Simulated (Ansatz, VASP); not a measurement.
One calculation of ZnSe, two programs

```
CELL_PARAMETERS angstrom
0.00000 2.83878 2.95522
2.95522 0.00000 2.95522
2.95522 2.83878 0.00000
ATOMIC_POSITIONS crystal
Zn 0.00000 0.00000 0.00000
Se 0.75000 0.75000 0.75000
```

Alike in both runs: task single point; functional PBE; k mesh 10 × 10 × 10; occupations gaussian, width 0.05 eV; no spin polarisation.

```csv
,VASP,Ansatz
version,VASP 6.6.1,Ansatz 0.2.0
potentials or method,"VASP PAW PBE potentials, release 64 (Zn, Se), cutoff 520 eV","scalar-relativistic, plane waves, PAW"
valence electrons in the cell,18,28
```

```csv
,VASP,Ansatz,Ansatz less VASP
gap on the k mesh at the Fermi level (eV),0.87,0.87,-0.001
least direct gap on the mesh (eV),0.87,0.87,-0.001
pressure (GPa),-2.4,-2.6,-0.18
"traceless stress, the component that is largest in VASP (GPa)",0.88,0.88,+0.006
```

VASP's potentials hold 18 valence electrons a cell and Ansatz's 28, so a difference there can come from the potentials and not from the codes.
